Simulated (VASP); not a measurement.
# WC (P-6m2) in VASP: further runs

Runs on WC. Level: LDA. Tasks: vibrations by perturbation theory.

All numbers are computed with VASP 6.6.1; they aren't measurements. Logs are shortened: lines on timing, memory, paths and dates and some standing lists are left out, and cuts for length are marked.

## Step 1: The cell of the first run

It takes space group P-6m2 (No. 187, hexagonal). Conventional cell: a = 2.869 Å, b = 2.869 Å, c = 2.798 Å, α = 90.00°, β = 90.00°, γ = 120.00°. Within 2.9 Å of W (site symmetry -6m2) lie 6 C at 2.17 Å and 8 W at 2.80 to 2.87 Å. C (site symmetry -6m2) has 6 W at 2.17 Å and 8 C at 2.80 to 2.87 Å within 2.9 Å.

## Step 2: Vibrations by perturbation theory, LDA (9.98 Å³/atom)

Contents of INCAR:

```
  ALGO = Normal
  EDIFF = 1E-8
  ENCUT = 520
  IBRION = 8
  ISIF = 2
  ISMEAR = -1
  LASPH = True
  LCHARG = False
  LREAL = False
  LWAVE = False
  NBANDS = 16
  NELM = 60
  NSW = 1
  PREC = Accurate
  SIGMA = 0.08
```

Contents of KPOINTS:

```
k-points
0
Gamma
  18 18 14
```

Contents of POSCAR:

```
WC
1.0
    2.8694063609      0.0000000000      0.0000000000
   -1.4347031805      2.4849788024      0.0000000000
    0.0000000000      0.0000000000      2.7979484975
W C
1 1
Direct
    0.0000000000      0.0000000000      0.0000000000
    0.6666666667      0.3333333333      0.5000000000
```

Potentials or basis: VASP PAW LDA potentials, release 64 (W_sv, C).

On the command line:

```sh
$ cat potpaw_LDA.64/W_sv/POTCAR potpaw_LDA.64/C/POTCAR > POTCAR
$ mpirun -np 1 vasp_std > vasp.out
```

OUTCAR:

```text
EDIFF = 1E-8
   ENCUT = 520
   IBRION = 8
   ISIF = 2
   ISMEAR = -1
   LASPH = True
   LREAL = False
   NELM = 60
   NSW = 1
   PREC = Accurate

 ion  position               nearest neighbor table
   1  0.000  0.000  0.000-   2 2.17   2 2.17   2 2.17   2 2.17   2 2.17   2 2.17
   2  0.667  0.333  0.500-   1 2.17   1 2.17   1 2.17   1 2.17   1 2.17   1 2.17

  LATTYP: Found a hexagonal cell.
 ALAT       =     2.8694063609
 C/A-ratio  =     0.9750966387

  Lattice vectors:

 A1 = (   2.8694063609,   0.0000000000,   0.0000000000)
 A2 = (  -1.4347031805,   2.4849788024,   0.0000000000)
 A3 = (   0.0000000000,   0.0000000000,   2.7979484975)

Analysis of symmetry for initial positions (statically):
=====================================================================
 Subroutine PRICEL returns:
 Original cell was already a primitive cell.

 Routine SETGRP: Setting up the symmetry group for a
 hexagonal supercell.

 Subroutine GETGRP returns: Found 12 space group operations
 (whereof 12 operations were pure point group operations)
 out of a pool of 24 trial point group operations.

The static configuration has the point symmetry D_3h.

Analysis of symmetry for dynamics (positions and initial velocities):
=====================================================================
 Subroutine PRICEL returns:
 Original cell was already a primitive cell.

 Routine SETGRP: Setting up the symmetry group for a
 hexagonal supercell.

 Subroutine GETGRP returns: Found 12 space group operations
 (whereof 12 operations were pure point group operations)
 out of a pool of 24 trial point group operations.

The dynamic configuration has the point symmetry D_3h.

 Subroutine INISYM returns: Found 12 space group operations
 (whereof 12 operations are pure point group operations),
 and found     1 'primitive' translations

----------------------------------------------------------------------------------------

                                     Primitive cell

  volume of cell :      19.9505

  direct lattice vectors                    reciprocal lattice vectors
     2.869406361  0.000000000  0.000000000     0.348504141  0.201208960  0.000000000
    -1.434703180  2.484978802  0.000000000     0.000000000  0.402417920  0.000000000
     0.000000000  0.000000000  2.797948498     0.000000000  0.000000000  0.357404720

  length of vectors
     2.869406361  2.869406361  2.797948498     0.402417920  0.402417920  0.357404720

  position of ions in fractional coordinates (direct lattice)
     0.000000000  0.000000000  0.000000000
     0.666666667  0.333333333  0.500000000

  ion indices of the primitive-cell ions
   primitive index   ion index
                 1           1
                 2           2

----------------------------------------------------------------------------------------

 KPOINTS: k-points

Automatic generation of k-mesh.
 Grid dimensions read from file:
 generate k-points for:   18   18   14

 Generating k-lattice:

  Cartesian coordinates                     Fractional coordinates (reciprocal lattice)
     0.019361341  0.011178276  0.000000000     0.055555556 -0.000000000  0.000000000
     0.000000000  0.022356551  0.000000000     0.000000000  0.055555556  0.000000000
     0.000000000  0.000000000  0.025528909     0.000000000  0.000000000  0.071428571

  Length of vectors
     0.022356551  0.022356551  0.025528909

  Shift w.r.t. Gamma in fractional coordinates (k-lattice)
     0.000000000  0.000000000  0.000000000

 Subroutine IBZKPT returns following result:
 ===========================================
[... 73 lines left out ...]
   GGA     = CA    functional components
   LHFCALC =     F    Hartree Fock is set to
   AEXX    =    0.0000 exact exchange contribution
   IVDW    =     0    specifies the selected vdW correction
   LEPSILON=     F    determine dielectric tensor
   LRPA    =     F    only Hartree local field effects (RPA)
 non-spin polarized calculation
  energy-cutoff  :      520.00
  volume of cell :       19.95
 maximum number of plane-waves:       559
 NGX is ok and might be reduce to    24
   NGX = 11   NGY = 11   NGZ = 11

--------------------------------------- Ionic step        1  -------------------------------------------

 number of electron      18.0000000 magnetization

 Free energy of the ion-electron system (eV)
  ---------------------------------------------------
  ext. energy  EPLUGINS =         0.00000000
  ---------------------------------------------------
  free energy    TOTEN  =       -24.69054470 eV

  energy without entropy =      -24.68447796  energy(sigma->0) =      -24.68751133

 E-fermi :  11.5858     XC(G=0): -14.1949

 val. band max:       11.5662174846   @ k =   0.3333   0.2222   0.0000
 cond. band min:      11.5876943688   @ k =   0.5000   0.0000   0.3571
 fundamental gap:      0.0214768841
 Fermi energy:        11.5857974167

 k-point     1 :       0.0000    0.0000    0.0000
  band No.  band energies     occupation
      1     -61.8928      2.00000
      2     -26.1339      2.00000
      3     -26.0168      2.00000
      4     -26.0168      2.00000
      5      -3.0127      2.00000
      6       7.0138      2.00000
[... 433 lines left out ...]
      3     -26.3038      2.00000
      4     -26.0016      2.00000
      5       0.5232      2.00000
      6       4.5658      2.00000
[... 8 lines left out ...]
     15      25.8876      0.00000
     16      29.5521      0.00000

 [... further k-points ...]

------------------------ aborting loop because EDIFF is reached ----------------------------------------

  FORCE on cell =-STRESS in cart. coord.  units (eV):
  Direction    XX          YY          ZZ          XY          YZ          ZX
  --------------------------------------------------------------------------------------
  -------------------------------------------------------------------------------------
  Total        1.1196848      1.1196848      1.3177355     -0.0000000     -0.0000000      0.0000000
  in kB       89.9190892     89.9190892    105.8240441     -0.0000000     -0.0000000      0.0000000
  external PRESSURE =      95.2207409 kB  Pullay stress =       0.0000000 kB

 VOLUME and BASIS-vectors are now :
 -----------------------------------------------------------------------------
  energy-cutoff  :      520.00
  volume of cell :       19.95
      direct lattice vectors                 reciprocal lattice vectors
     2.869406361  0.000000000  0.000000000     0.348504141  0.201208960  0.000000000
    -1.434703180  2.484978802  0.000000000     0.000000000  0.402417920  0.000000000
     0.000000000  0.000000000  2.797948498     0.000000000  0.000000000  0.357404720

 POSITION                                       TOTAL-FORCE (eV/Angst)
 -----------------------------------------------------------------------------------
      0.00000      0.00000      0.00000         0.000000      0.000000      0.000000
      1.43470      0.82833      1.39897        -0.000000     -0.000000      0.000000
 -----------------------------------------------------------------------------------
    total drift:                                0.000000     -0.000000      0.000000

  FREE ENERGIE OF THE ION-ELECTRON SYSTEM (eV)
  ---------------------------------------------------
  free  energy   TOTEN  =       -24.6905446958 eV

  energy  without entropy=      -24.6844779570  energy(sigma->0) =      -24.68751133

[... ionic steps 2 to 3 ...]

--------------------------------------- Ionic step        4  -------------------------------------------

------------------------ aborting loop because EDIFF is reached ----------------------------------------
[... 11 lines left out ...]
[... ionic steps 8 to 8 ...]

--------------------------------------- Ionic step        9  -------------------------------------------

 Free energy of the ion-electron system (eV)
  ---------------------------------------------------
  ---------------------------------------------------
  free energy    TOTEN  =        -0.12200364 eV

  energy without entropy =       -0.12200364

------------------------ aborting loop because EDIFF is reached ----------------------------------------

 INTERNAL STRAIN TENSOR  FOR ION    2  DIRECTION 3   (eV/Angst):
 -----------------------------------------------------------------------------
     0.01373 -0.00000  0.00000
    -0.00000  0.01373 -0.00000
     0.00000  0.00000 -0.01939

 INTERNAL STRAIN TENSOR FOR ION    2 for displacements in x,y,z  (eV/Angst):
          X           Y           Z          XY          YZ          ZX
  --------------------------------------------------------------------------------
  x     0.00000    -0.00000    -0.00000    -6.68099     0.00000     0.00000
  y    -6.68099     6.68099     0.00000    -0.00000     0.00000     0.00000
  z     0.00000     0.00000     0.00000    -0.00000     0.00000     0.00000

 SECOND DERIVATIVES (NOT SYMMETRIZED)
 ------------------------------------
               1X          1Y          1Z          2X          2Y          2Z
  1X   -17.487788    0.000000    0.000000   17.487788   -0.000000    0.000000
  1Y     0.000000  -17.487788    0.000000   -0.000000   17.487788    0.000000
  1Z     0.000000   -0.000000  -16.368164   -0.000000    0.000000   16.368164
  2X    17.494509   -0.000000    0.000000  -17.494509    0.000000    0.000000
  2Y    -0.000000   17.494509    0.000000    0.000000  -17.494509    0.000000
  2Z     0.000000   -0.000000   16.365132    0.000000    0.000000  -16.365132

 Eigenvectors and eigenvalues of the dynamical matrix
 ----------------------------------------------------

   1 f  =   19.473727 THz   122.357033 2PiTHz  649.573600 cm-1    80.536826 meV
             X         Y         Z           dx          dy          dz
      0.000000  0.000000  0.000000    -0.068296    0.237987   -0.000000
      1.434703  0.828326  1.398974     0.267254   -0.931275   -0.000000
[... 21 lines left out ...]
   6 f/i=    0.000897 THz     0.005639 2PiTHz    0.029937 cm-1     0.003712 meV
             X         Y         Z           dx          dy          dz
      0.000000  0.000000  0.000000    -0.962614   -0.109870    0.000000
      1.434703  0.828326  1.398974    -0.245995   -0.028077    0.000000

--------------------------------------------------------------------------------------------------------

 ELASTIC MODULI CONTR FROM IONIC RELAXATION (kBar)
 Direction    XX          YY          ZZ          XY          YZ          ZX
 --------------------------------------------------------------------------------
 XX        -171.7395    171.7395      0.0000      0.0000     -0.0000     -0.0000
 YY         171.7395   -171.7395      0.0000      0.0000      0.0000      0.0000
 ZZ           0.0000      0.0000     -0.0000     -0.0000      0.0000      0.0000
 XY           0.0000      0.0000     -0.0000   -171.7395      0.0000      0.0000
 YZ          -0.0000      0.0000      0.0000      0.0000     -0.0000     -0.0000
 ZX          -0.0000      0.0000      0.0000      0.0000     -0.0000     -0.0000
 --------------------------------------------------------------------------------
```

Run time: 8 min. Hardware: 1 thread of Intel Xeon 6975P-C (Granite Rapids), shared host; peak memory 0.88 GiB.

What came out:

| Quantity | Value |
| --- | --- |
| Highest phonon frequency at Γ | 650 cm⁻¹ |

Phonon frequencies in cm⁻¹ (negative: imaginary):
```
              q point        frequencies
(0.000, 0.000, 0.000)  0 0 0 628 650 650
```

Caveat: the cell stands under pressure or tension, which shifts response properties; spin-orbit coupling is left out, which moves the levels of the heavy elements.

(Part 1 of 2 ends here.)
